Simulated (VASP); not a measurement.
Set up this calculation in VASP 6.6.1, as the native input.

```yaml
Task: relaxation of cell and atoms
Functional: PBE
Potentials_or_basis: VASP PAW PBE potentials, release 64 (Na_pv, C)
Cutoff: 600 eV
k_mesh: 12 × 12 × 12
Occupations: gaussian, width 0.1 eV
Spin: no spin polarisation
Dipole_correction: no
Further_INCAR_settings: ALGO = Normal; EDIFF = 1e-07; IBRION = 2; EDIFFG = -0.01; NSW = 100; ISIF = 3
```

The structure of Na2C3 lies in POSCAR:

```
Na2C3
1.0
    1.6395759508      0.9466096165      8.5359487110
   -1.6395759508      0.9466096165      8.5359487110
    0.0000000000     -1.8932192331      8.5359487110
Na C
2 3
Direct
    0.9327927042      0.9327927042      0.9327927042
    0.0672072958      0.0672072958      0.0672072958
    0.0000000000      0.0000000000      0.5000000000
    0.5000000000      0.0000000000      0.0000000000
    0.0000000000      0.5000000000      0.0000000000
```

The cell was generated, and may not be a known phase.

The input as run:

INCAR

```
SYSTEM = Na2C3
PREC = Accurate
ENCUT = 600
EDIFF = 1E-7
ISMEAR = 0
SIGMA = 0.1
LREAL = .FALSE.
LASPH = .TRUE.
NELM = 80
ALGO = Normal
ISIF = 3
LWAVE = .FALSE.
LCHARG = .FALSE.
GGA = PE
IBRION = 2
NSW = 100
EDIFFG = -0.01
```

KPOINTS

```
Automatic mesh
0
G
  12 12 12
  0 0 0
```

Potentials or basis: VASP PAW PBE potentials, release 64 (Na_pv, C).

The run is started by

```console
$ cat potpaw_PBE.64/Na_pv/POTCAR potpaw_PBE.64/C/POTCAR > POTCAR
$ mpirun -np 1 vasp_std > vasp.out
```

Results of the run:

The relaxed volume is 15.26 Å³/atom. The relaxed cell is a = 8.527 Å, b = 8.527 Å, c = 8.527 Å, α = 22.00°, β = 22.00°, γ = 22.00°. The space group after relaxing (to 0.1 Å) is R-3m (No. 166). The energy gained by relaxing is 4.8 meV/atom and the ionic steps are 12. The pressure after relaxing is 0.0 GPa and the largest force after relaxing is 0.003 eV/Å. The band gap on the k mesh is zero (bands 13 and 14 overlap by 3.61 eV).

It took 100 min on 1 thread of Intel(R) Xeon(R) 6975P-C (Granite Rapids), on a shared host, peak memory 0.92 GiB.
